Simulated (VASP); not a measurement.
Input of a VASP 6.6.1 run:

The input INCAR:

```
SYSTEM = SnSe2
  ALGO = Normal
  EDIFF = 1E-6
  ENCUT = 520
  GGA = PE
  ISIF = 2
  ISMEAR = 0
  LASPH = .True.
  LCHARG = .True.
  LELF = .True.
  LREAL = .False.
  LVHAR = .True.
  LWAVE = .False.
  NBANDS = 20
  NELM = 80
  PREC = Accurate
  SIGMA = 0.05
```

Contents of KPOINTS:

```
k-points
0
Gamma
  12 12 6
  0 0 0
```

POSCAR

```
SnSe2
1.0
    3.5862871595      0.0000000000      0.0000000000
   -1.7931435797      3.1058157854      0.0000000000
    0.0000000000      0.0000000000      6.9301657311
Sn Se
1 2
Direct
    0.0000000000      0.0000000000      0.0000000000
    0.3333333333      0.6666666667      0.2500000000
    0.6666666667      0.3333333333      0.7500000000
```

Potentials or basis: VASP PAW PBE potentials, release 64 (Sn_d, Se).

Launch:

```bash
$ cat potpaw_PBE.64/Sn_d/POTCAR potpaw_PBE.64/Se/POTCAR > POTCAR
$ mpirun -np 1 vasp_std > vasp.out
```

Problem. Estimate the largest force.

Solution. 0.457 eV/Å.

Problem. What does it give for the pressure?

Solution. 5.8 GPa.

Forces on the atoms (eV/Å):
```
Sn   0.000  0.000  0.000
Se   0.000  0.000 -0.457
Se   0.000  0.000  0.457
```

Caveat: the cell stands under pressure; this functional lacks dispersion, which binds the layers, so the pressure and a relaxed spacing across them are unreliable.
